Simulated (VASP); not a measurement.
**Sb2PbO: single point with PBE**

Crystal: Sb2PbO.

```
Sb Pb O
1.0
     5.05674    0.00000    0.00000
    -2.52837    4.37927    0.00000
     0.00000    0.00000    4.79717
Sb Pb O
2 1 1
Direct
  0.33333 0.66667 0.50000
  0.66667 0.33333 0.50000
  0.00000 0.00000 0.00000
  0.00000 0.00000 0.50000
```

* Program: VASP 6.6.1
* Task: single point
* Functional: PBE
* Potentials or basis: VASP PAW PBE potentials, release 64 (Sb, Pb_d, O)
* Cutoff: 520 eV
* k mesh: 6 × 6 × 4
* Occupations: gaussian, width 0.1 eV
* Spin: no spin polarisation

The pressure is -0.1 GPa. The band gap on the k mesh is zero (band 15 reaches 6.12 eV, above the bottom of band 16 at 5.60 eV).

Stress tensor (GPa, compression positive):
```
-0.14  0.00  0.00
 0.00 -0.14  0.00
 0.00  0.00  0.10
```

Levels at points of the mesh, in eV from the Fermi level:
```tsv
k point	band 11	band 12	band 13	band 14	band 15	band 16	band 17	band 18	band 19	band 20
(0.00, 0.00, 0.00)	-3.70	-3.70	-2.92	-2.92	-1.28	1.68	1.68	2.21	3.99	5.15
(0.50, 0.00, 0.00)	-4.26	-1.92	-1.15	-0.57	-0.25	0.19	0.25	1.99	3.59	3.89
(0.00, 0.00, 0.50)	-3.29	-2.78	-2.78	-2.15	-0.39	0.95	1.00	1.00	3.63	3.87
(0.50, 0.00, 0.50)	-3.62	-1.77	-1.08	-0.74	-0.45	-0.37	0.20	3.78	3.93	4.05
```

It took 31 s on 1 thread of Intel(R) Xeon(R) 6975P-C (Granite Rapids), with other jobs on the host, peak memory 0.25 GiB.

Caveat: spin-orbit coupling is left out, which moves the levels of the heavy elements.
